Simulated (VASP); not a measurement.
NaMgI3:

```xyz
5
Lattice="5.6726 0.0000 0.0000 0.0000 5.7883 0.0000 0.0000 0.0000 5.7883" Properties=species:S:1:pos:R:3 pbc="T T T"
Na    0.0000    0.0000    0.0000
Mg    2.8363    2.8942    2.8942
I     2.8363    2.8942    0.0000
I     2.8363    0.0000    2.8942
I     0.0000    2.8942    2.8942
```

This cell differs from its parent crystal: uniaxial x strain -2.0%.

Base run:

- Program: VASP 6.6.1
- Functional: PBE
- Potentials or basis: VASP PAW PBE potentials, release 64 (Na_pv, Mg, I)
- Cutoff: 520 eV
- k mesh: 4 × 4 × 4
- Occupations: fermi-dirac, width 0.02 eV
- Spin: no spin polarisation

Its results: band gap on the k mesh 1.19 eV (least direct gap 1.76 eV); pressure 0.7 GPa.

Problem. The run is repeated on the same cell with these changes: functional from PBE to r2SCAN; occupations from fermi-dirac, width 0.02 eV to gaussian, width 0.01 eV. What comes out?

Solution. Band gap on the k mesh 1.78 eV (least direct gap 2.37 eV); pressure 0.4 GPa.

Caveats: spin-orbit coupling is left out, which moves the levels of the heavy elements; the PAW data sets were made with another functional, which shifts forces and pressure a little (at least some runs).

A k mesh can miss the band edges.
